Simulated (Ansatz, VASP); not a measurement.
# One calculation of WSe2, two programs

```
CELL_PARAMETERS angstrom
0.00000 3.10329 3.10329
3.10329 0.00000 3.10329
3.10329 3.10329 0.00000
ATOMIC_POSITIONS crystal
W 0.50000 0.50000 0.50000
Se 0.75000 0.75000 0.75000
Se 0.00000 0.00000 0.00000
```

Alike in both runs: functional PBE; k mesh 6 × 6 × 6; occupations gaussian, width 0.1 eV; collinear spin.

Ansatz relaxed the structure, and its values are those at the end. VASP's run is a single point on that final structure, the one shown.

|  | VASP | Ansatz |
| --- | --- | --- |
| version | VASP 6.6.1 | Ansatz 0.2.0 |
| potentials or method | VASP PAW PBE potentials, release 64 (W_sv, Se), cutoff 520 eV | scalar-relativistic, plane waves, PAW |
| valence electrons in the cell | 26 | 46 |

|  | VASP | Ansatz | Ansatz less VASP |
| --- | --- | --- | --- |
| gap on the k mesh at the Fermi level (eV) | none | none | - |
| pressure (GPa) | -0.1 | -0.3 | -0.16 |
| net moment per atom (μB) | 0.00 | 0.00 | 0.000 |

A gap of «none» marks a metal or a gap that the smearing closes. With one functional, cell and mesh, what is left measures potentials, basis and numerics. VASP's potentials hold 26 valence electrons a cell and Ansatz's 46, so a difference there can come from the potentials and not from the codes. Ansatz's warnings: seeded moment not kept.

Neither program's run includes spin-orbit coupling.
